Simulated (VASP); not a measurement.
# Sc4Mo (P-3m1) in VASP: a series of runs

Sc4Mo is run at these levels: PBE; tasks: single point.

Program: VASP 6.6.1. These are calculated values, not measurements. Logs are shortened: lines on timing, memory, paths and dates and some standing lists are left out, and cuts for length are marked.

## 1. The cell of the first run

Symmetry: P-3m1, No. 164, trigonal system. The conventional cell has a = 3.091 Å, b = 3.091 Å, c = 9.938 Å, α = 90.00°, β = 90.00°, γ = 120.00°. Within 2.9 Å of Sc (site symmetry 3m) lie 3 Mo at 2.23 Å. Sc (site symmetry 3m) has 12 Sc at 3.00 to 3.09 Å within 3.9 Å. Within 2.9 Å of Mo (site symmetry -3m) lie 6 Sc at 2.23 Å.

## 2. Single point, PBE

INCAR reads:

```
SYSTEM = Sc4Mo
PREC = Accurate ; ENCUT = 520
EDIFF = 1E-7 ; ISMEAR = 0
SIGMA = 0.1 ; LREAL = .FALSE.
LASPH = .TRUE. ; NELM = 80
ALGO = Fast ; ISIF = 2
LWAVE = .FALSE. ; LCHARG = .FALSE.
GGA = PE ; NBANDS = 37
```

KPOINTS reads:

```
regular mesh
0
G
  6 6 2
  0 0 0
```

POSCAR reads:

```
Sc4Mo
1.0
    3.0905721400      0.0000000000      0.0000000000
   -1.5452860700      2.6765139800      0.0000000000
    0.0000000000      0.0000000000      9.9376771600
Sc Mo
4 1
Direct
    0.3333333300      0.6666666700      0.8658552800
    0.3333333300      0.6666666700      0.3767953500
    0.6666666700      0.3333333300      0.1341447200
    0.6666666700      0.3333333300      0.6232046500
    0.0000000000      0.0000000000      0.0000000000
```

Potentials or basis: VASP PAW PBE potentials, release 64 (Sc_sv, Mo_sv).

Run with:

```sh
$ cat potpaw_PBE.64/Sc_sv/POTCAR potpaw_PBE.64/Mo_sv/POTCAR > POTCAR
$ mpirun -np 1 vasp_std > vasp.out
```

OUTCAR:

```text
SYSTEM = Sc4Mo
   PREC = Accurate
   ENCUT = 520
   EDIFF = 1E-7
   ISMEAR = 0
   LREAL = .FALSE.
   LASPH = .TRUE.
   NELM = 80
   ISIF = 2
   GGA = PE

 ion  position               nearest neighbor table
   1  0.333  0.667  0.866-   5 2.23   5 2.23   5 2.23   4 3.00   4 3.00   4 3.00   3 3.21   3 3.21
                             3 3.21
   2  0.333  0.667  0.377-   3 3.00   3 3.00   3 3.00   4 3.03   4 3.03   4 3.03
   3  0.667  0.333  0.134-   5 2.23   5 2.23   5 2.23   2 3.00   2 3.00   2 3.00   1 3.21   1 3.21
                             1 3.21
   4  0.667  0.333  0.623-   1 3.00   1 3.00   1 3.00   2 3.03   2 3.03   2 3.03
   5  0.000  0.000  0.000-   1 2.23   3 2.23   1 2.23   3 2.23   3 2.23   1 2.23

  LATTYP: Found a hexagonal cell.
 ALAT       =     3.0905721400
 C/A-ratio  =     3.2154813769

  Lattice vectors:

 A1 = (   3.0905721400,   0.0000000000,   0.0000000000)
 A2 = (  -1.5452860700,   2.6765139800,   0.0000000000)
 A3 = (   0.0000000000,   0.0000000000,   9.9376771600)

Analysis of symmetry for initial positions (statically):
=====================================================================
 Subroutine PRICEL returns:
 Original cell was already a primitive cell.

 Routine SETGRP: Setting up the symmetry group for a
 hexagonal supercell.

 Subroutine GETGRP returns: Found 12 space group operations
 (whereof 12 operations were pure point group operations)
 out of a pool of 24 trial point group operations.

The static configuration has the point symmetry D_3d.

Analysis of symmetry for dynamics (positions and initial velocities):
=====================================================================
 Subroutine PRICEL returns:
 Original cell was already a primitive cell.

 Routine SETGRP: Setting up the symmetry group for a
 hexagonal supercell.

 Subroutine GETGRP returns: Found 12 space group operations
 (whereof 12 operations were pure point group operations)
 out of a pool of 24 trial point group operations.

The dynamic configuration has the point symmetry D_3d.

 Subroutine INISYM returns: Found 12 space group operations
 (whereof 12 operations are pure point group operations),
 and found     1 'primitive' translations

----------------------------------------------------------------------------------------

                                     Primitive cell

  volume of cell :      82.2041

  direct lattice vectors                    reciprocal lattice vectors
     3.090572140  0.000000000  0.000000000     0.323564685  0.186810158  0.000000000
    -1.545286070  2.676513980  0.000000000     0.000000000  0.373620316  0.000000000
     0.000000000  0.000000000  9.937677160     0.000000000  0.000000000  0.100627137

  length of vectors
     3.090572140  3.090572135  9.937677160     0.373620316  0.373620316  0.100627137

  position of ions in fractional coordinates (direct lattice)
     0.333333330  0.666666670  0.865855280
     0.333333330  0.666666670  0.376795350
     0.666666670  0.333333330  0.134144720
     0.666666670  0.333333330  0.623204650
     0.000000000  0.000000000  0.000000000

  ion indices of the primitive-cell ions
   primitive index   ion index
                 1           1
                 2           2
                 3           3
                 4           4
                 5           5

----------------------------------------------------------------------------------------

 KPOINTS: regular mesh

Automatic generation of k-mesh.
 Grid dimensions read from file:
 generate k-points for:    6    6    2

 Generating k-lattice:

  Cartesian coordinates                     Fractional coordinates (reciprocal lattice)
     0.053927447  0.031135026  0.000000000     0.166666667  0.000000000  0.000000000
     0.000000000  0.062270053  0.000000000     0.000000000  0.166666667  0.000000000
     0.000000000  0.000000000  0.050313568     0.000000000  0.000000000  0.500000000

  Length of vectors
     0.062270053  0.062270053  0.050313568

  Shift w.r.t. Gamma in fractional coordinates (k-lattice)
     0.000000000  0.000000000  0.000000000

 Subroutine IBZKPT returns following result:
 ===========================================

 Found     14 irreducible k-points:

 Following reciprocal coordinates:
            Coordinates               Weight
  0.000000  0.000000  0.000000      1.000000
  0.166667  0.000000  0.000000      6.000000
  0.333333  0.000000  0.000000      6.000000
  0.500000  0.000000  0.000000      3.000000
  0.166667  0.166667  0.000000      6.000000
  0.333333  0.166667  0.000000     12.000000
  0.333333  0.333333  0.000000      2.000000
  0.000000  0.000000  0.500000      1.000000
  0.166667  0.000000  0.500000      6.000000
  0.333333  0.000000  0.500000      6.000000
  0.500000  0.000000  0.500000      3.000000
  0.166667  0.166667  0.500000      6.000000
  0.333333  0.166667  0.500000     12.000000
  0.333333  0.333333  0.500000      2.000000
   k-points           NKPTS =     14   k-points in BZ     NKDIM =     14   number of bands    NBANDS=     37
   number of dos      NEDOS =    301   number of ions     NIONS =      5
   total plane-waves  NPLWV =  46080
   dimension x,y,z NGX =    24 NGY =   24 NGZ =   80
   dimension x,y,z NGXF=    48 NGYF=   48 NGZF=  160
   ions per type =               4   1
   NGX,Y,Z   is equivalent  to a cutoff of  12.91, 12.91, 13.38 a.u.
   NGXF,Y,Z  is equivalent  to a cutoff of  25.82, 25.82, 26.77 a.u.
 SYSTEM =  Sc4Mo
   PREC   = accura    normal or accurate (medium, high low for compatibility)
   ISTART =      0    job   : 0-new  1-cont  2-samecut
   ICHARG =      2    charge: 1-file 2-atom 10-const
   ISPIN  =      1    spin polarized calculation?
   LNONCOLLINEAR =      F non collinear calculations
   LSORBIT =      F    spin-orbit coupling
   LASPH  =      T    aspherical Exc in radial PAW
   ENCUT  =  520.0 eV  38.22 Ry    6.18 a.u.   5.75  5.75 18.48*2*pi/ulx,y,z
   NELM   =     80;   NELMIN=  2; NELMDL= -5     # of ELM steps
   EDIFF  = 0.1E-06   stopping-criterion for ELM
   LREAL  =      F    real-space projection
   EDIFFG = 0.1E-05   stopping-criterion for IOM
   NSW    =      0    number of steps for IOM
   IBRION =     -1    ionic relax: 0-MD 1-quasi-New 2-CG
   NFREE  =      0    steps in history (QN), initial steepest desc. (CG)
   ISIF   =      2    stress and relaxation
   ISYM   =      2    0-nonsym 1-usesym 2-fastsym
   POTIM  = 0.5000    time-step for ionic-motion
   TEBEG  =    0.0;   TEEND  =   0.0 temperature during run
   PSTRESS=    0.0 pullay stress
   NELECT =      58.0000    total number of electrons
   NUPDOWN=      -1.0000    fix difference up-down
   EMIN   =  10.00;   EMAX   =-10.00  energy-range for DOS
   EFERMI =   0.00;   METHOD = LEGACY
   ISMEAR =     0;   SIGMA  =   0.10  broadening in eV -4-tet -1-fermi 0-gaus
   EFERMI_NEDOS =   21; number of points for ismear=-14 and -15
   IALGO  =     68    algorithm
   IMIX   =      4    mixing-type and parameters
     AMIX     =   0.40;   BMIX     =  1.00
     AMIX_MAG =   1.60;   BMIX_MAG =  1.00
  volume/ion in A,a.u.               =      16.44       110.95
  Fermi-wavevector in a.u.,A,eV,Ry     =   1.457426  2.754135 28.899991  2.124089
  Thomas-Fermi vector in A             =   2.574229
   LORBIT       =      0    0 simple, 1 ext, 2 COOP (PROOUT), +10 PAW based schemes
   GGA     = PE    functional components
   LHFCALC =     F    Hartree Fock is set to
   AEXX    =    0.0000 exact exchange contribution
   IVDW    =     0    specifies the selected vdW correction
   LEPSILON=     F    determine dielectric tensor
   LRPA    =     F    only Hartree local field effects (RPA)
 non-spin polarized calculation
 RMM-DIIS sequential band-by-band and
 Gauss-broadening in eV      SIGMA  =   0.10
  energy-cutoff  :      520.00
  volume of cell :       82.20
 maximum number of plane-waves:      2236
 NGX is ok and might be reduce to    24
   NGX = 11   NGY = 11   NGZ = 37

 number of electron      58.0000001 magnetization

 Free energy of the ion-electron system (eV)
  ---------------------------------------------------
  ext. energy  EPLUGINS =         0.00000000
  ---------------------------------------------------
  free energy    TOTEN  =       -27.83162896 eV

  energy without entropy =      -27.80632595  energy(sigma->0) =      -27.81897746

 E-fermi :   7.3604     XC(G=0): -11.7287

 val. band max:        7.3461167544   @ k =   0.5000   0.0000   0.5000
 cond. band min:       7.4290713570   @ k =   0.3333   0.3333   0.0000
 fundamental gap:      0.0829546027
 Fermi energy:         7.3603805609

 k-point     1 :       0.0000    0.0000    0.0000
  band No.  band energies     occupation
      1     -52.4736      2.00000
      2     -41.6429      2.00000
      3     -41.5693      2.00000
      4     -40.7369      2.00000
      5     -40.5692      2.00000
      6     -26.8114      2.00000
[... 29 lines left out ...]
     36       9.4783      0.00000
     37       9.4847      0.00000

 k-point     2 :       0.1667    0.0000    0.0000
  band No.  band energies     occupation
      1     -52.4445      2.00000
      2     -41.6184      2.00000
      3     -41.5533      2.00000
      4     -40.7027      2.00000
      5     -40.5903      2.00000
      6     -26.9579      2.00000
[... 29 lines left out ...]
     36       9.5745      0.00000
     37      10.0682      0.00000

 k-point     3 :       0.3333    0.0000    0.0000
  band No.  band energies     occupation
      1     -52.3855      2.00000
      2     -41.5664      2.00000
      3     -41.5239      2.00000
      4     -40.6627      2.00000
      5     -40.6043      2.00000
      6     -27.2694      2.00000
[... 29 lines left out ...]
     36       9.7134      0.00000
     37      10.6499      0.00000

 k-point     4 :       0.5000    0.0000    0.0000
  band No.  band energies     occupation
      1     -52.3557      2.00000
      2     -41.5367      2.00000
      3     -41.5126      2.00000
      4     -40.6778      2.00000
      5     -40.5763      2.00000
      6     -27.4190      2.00000
[... 29 lines left out ...]
     36       9.5433      0.00000
     37      10.9983      0.00000
[... 283 lines left out ...]
      1     -52.4003      2.00000
      2     -41.5800      2.00000
      3     -41.5307      2.00000
      4     -40.6538      2.00000
      5     -40.6196      2.00000
      6     -27.1188      2.00000
[... 29 lines left out ...]
     36       9.8681      0.00000
     37       9.9062      0.00000

 k-point    13 :       0.3333    0.1667    0.5000
  band No.  band energies     occupation
      1     -52.3557      2.00000
      2     -41.5369      2.00000
      3     -41.5125      2.00000
      4     -40.6542      2.00000
      5     -40.5997      2.00000
      6     -27.3313      2.00000
[... 29 lines left out ...]
     36       9.8030      0.00000
     37      10.3737      0.00000

 k-point    14 :       0.3333    0.3333    0.5000
  band No.  band energies     occupation
      1     -52.3408      2.00000
      2     -41.5144      2.00000
      3     -41.5144      2.00000
      4     -40.6236      2.00000
      5     -40.6236      2.00000
      6     -27.2412      2.00000
[... 29 lines left out ...]
     36      10.2651      0.00000
     37      11.3317      0.00000

------------------------ aborting loop because EDIFF is reached ----------------------------------------

  FORCE on cell =-STRESS in cart. coord.  units (eV):
  Direction    XX          YY          ZZ          XY          YZ          ZX
  --------------------------------------------------------------------------------------
  -------------------------------------------------------------------------------------
  Total       28.5408183     28.5408182     27.6138592     -0.0000000     -0.0000000      0.0000000
  in kB      556.2675401    556.2675378    538.2008791     -0.0000000     -0.0000000      0.0000000
  external PRESSURE =     550.2453190 kB  Pullay stress =       0.0000000 kB

 VOLUME and BASIS-vectors are now :
 -----------------------------------------------------------------------------
  energy-cutoff  :      520.00
  volume of cell :       82.20
      direct lattice vectors                 reciprocal lattice vectors
     3.090572140  0.000000000  0.000000000     0.323564685  0.186810158  0.000000000
    -1.545286070  2.676513980  0.000000000     0.000000000  0.373620316  0.000000000
     0.000000000  0.000000000  9.937677160     0.000000000  0.000000000  0.100627137

 POSITION                                       TOTAL-FORCE (eV/Angst)
 -----------------------------------------------------------------------------------
     -0.00000      1.78434      8.60459        -0.000000      0.000000     -7.489319
     -0.00000      1.78434      3.74447         0.000000      0.000000      0.409296
      1.54529      0.89217      1.33309         0.000000      0.000000      7.489319
      1.54529      0.89217      6.19321        -0.000000      0.000000     -0.409296
      0.00000      0.00000      0.00000        -0.000000      0.000000      0.000000
 -----------------------------------------------------------------------------------
    total drift:                               -0.000000     -0.000000     -0.000000

  FREE ENERGIE OF THE ION-ELECTRON SYSTEM (eV)
  ---------------------------------------------------
  free  energy   TOTEN  =       -27.8316289610 eV

  energy  without entropy=      -27.8063259544  energy(sigma->0) =      -27.81897746
```

Wall time 48 s (1 thread of Intel Xeon 6975P-C (Granite Rapids), shared host); peak memory 0.21 GiB.

Results:

```
Free energy            : -27.8316 eV
Pressure               : 55.0 GPa
Largest force          : 7.489 eV/Å
Band gap on the k mesh : zero (band 29 reaches 7.33 eV, above the bottom of band 30 at 7.29 eV)
```

Forces in eV/Å, atoms in the order of the input:
```
Sc   0.000  0.000 -7.489
Sc   0.000  0.000  0.409
Sc   0.000  0.000  7.489
Sc   0.000  0.000 -0.409
Mo   0.000  0.000  0.000
```

Caveat: the k points lie up to 0.39 Å⁻¹ apart; forces of over 1 eV/Å act on the atoms, so gaps and moduli don't describe the material at rest.

## 3. Single point, PBE

This run uses another cell than the first one, of 22.43 Å³/atom, 1.365 times its volume.

INCAR reads:

```
SYSTEM = Sc4Mo
PREC     = Accurate       ! precision mode
ENCUT    = 520            ! plane-wave cutoff, eV
EDIFF    = 1E-6           ! SCF threshold, eV
ISMEAR   = 0              ! smearing method
SIGMA    = 0.1            ! smearing width, eV
LREAL    = .False.        ! projectors in reciprocal space
LASPH    = .True.         ! aspherical terms in the spheres
NELM     = 80             ! most SCF steps
ALGO     = Normal         ! electronic algorithm
ISIF     = 2              ! what is computed and relaxed
LWAVE    = .False.        ! write WAVECAR
LCHARG   = .False.        ! write CHGCAR
GGA      = PE             ! functional
NBANDS   = 37             ! bands
```

KPOINTS reads:

```
Automatic mesh
0
Gamma
  6 6 2
  0 0 0
```

POSCAR reads:

```
Sc4Mo
1.0
    3.2450269911      0.0000000000      0.0000000000
   -1.6225134955      2.8102758102      0.0000000000
    0.0000000000      0.0000000000     12.3002501701
Sc Mo
4 1
Direct
    0.3333333333      0.6666666667      0.8327647243
    0.3333333333      0.6666666667      0.3956887356
    0.6666666667      0.3333333333      0.1672352757
    0.6666666667      0.3333333333      0.6043112644
    0.0000000000      0.0000000000      0.0000000000
```

Potentials or basis: VASP PAW PBE potentials, release 64 (Sc_sv, Mo_sv).

Run with:

```sh
$ cat potpaw_PBE.64/Sc_sv/POTCAR potpaw_PBE.64/Mo_sv/POTCAR > POTCAR
$ mpirun -np 1 vasp_std > vasp.out
```

Wall time 44 s (1 thread of Intel Xeon 6975P-C (Granite Rapids), shared host); peak memory 0.24 GiB.

Results (log left out):

* Free energy: -34.9764 eV
* Pressure: 0.1 GPa
* Largest force: 0.028 eV/Å
* Band gap on the k mesh: zero (band 29 reaches 5.06 eV, above the bottom of band 30 at 4.61 eV)

Forces in eV/Å, atoms in the order of the input:
```
Sc   0.000  0.000 -0.028
Sc   0.000  0.000 -0.002
Sc   0.000  0.000  0.028
Sc   0.000  0.000  0.002
Mo   0.000  0.000  0.000
```

Levels at points of the mesh, in eV from the Fermi level:
| k point | band 26 | band 27 | band 28 | band 29 | band 30 | band 31 | band 32 | band 33 |
| --- | --- | --- | --- | --- | --- | --- | --- | --- |
| (0.00, 0.00, 0.00) | -0.39 | -0.39 | -0.08 | 0.18 | 0.18 | 0.60 | 1.26 | 1.63 |
| (0.50, 0.00, 0.00) | -1.23 | -0.50 | -0.14 | -0.12 | -0.05 | 0.44 | 0.94 | 1.12 |
| (0.00, 0.00, 0.50) | -0.39 | -0.39 | 0.11 | 0.18 | 0.18 | 0.41 | 1.39 | 1.65 |
| (0.50, 0.00, 0.50) | -1.13 | -0.36 | -0.22 | -0.14 | -0.09 | 0.51 | 0.93 | 1.11 |

Caveat: the k points lie up to 0.37 Å⁻¹ apart.
